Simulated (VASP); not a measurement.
Input of a VASP 6.6.1 run:

POSCAR

```
C
1.0
    0.0000000000      1.7801381626      1.7801381626
    1.7801381626      0.0000000000      1.7801381626
    1.7801381626      1.7801381626      0.0000000000
C
2
Direct
    0.5000000000      0.5000000000      0.5000000000
    0.7500000000      0.7500000000      0.7500000000
```

File INCAR.step1:

```
SYSTEM = C
PREC = Accurate
ENCUT = 660
ISMEAR = 0
SIGMA = 0.02
LREAL = .False.
LASPH = .True.
NELM = 120
NBANDS = 11
GGA = PE
ALGO = Normal
EDIFF = 1E-5
LWAVE = .True.
LCHARG = .False.
GGA_COMPAT = .False.
```

The input INCAR.step2:

```
SYSTEM = C
PREC = Accurate
ENCUT = 660
EDIFF = 1E-6
ISMEAR = 0
SIGMA = 0.02
LREAL = .False.
LASPH = .True.
NELM = 120
ALGO = Normal
ISIF = 2
LWAVE = .False.
LCHARG = .False.
METAGGA = R2SCAN
LMIXTAU = .True.
NBANDS = 11
ISTART = 1
GGA_COMPAT = .False.
```

KPOINTS

```
Automatic mesh
0
Gamma
  12 12 12
  0 0 0
```

Potentials or basis: VASP PAW PBE potentials, release 64 (C).

Command:

```sh
$ cat potpaw_PBE.64/C/POTCAR > POTCAR
$ cp INCAR.step1 INCAR
$ mpirun -np 1 vasp_std > vasp.out
$ cp INCAR.step2 INCAR
$ mpirun -np 1 vasp_std > vasp.out
```

Task: Estimate the pressure.

Result: 0.1 GPa.

Task: What does it give for the band gap on the k mesh?

Result: 4.36 eV, indirect (least direct gap 5.85 eV).

Caveat: the PAW data sets were made with another functional, which shifts forces and pressure a little. r2SCAN opens gaps a little over a GGA but as a rule still falls short of measured ones.
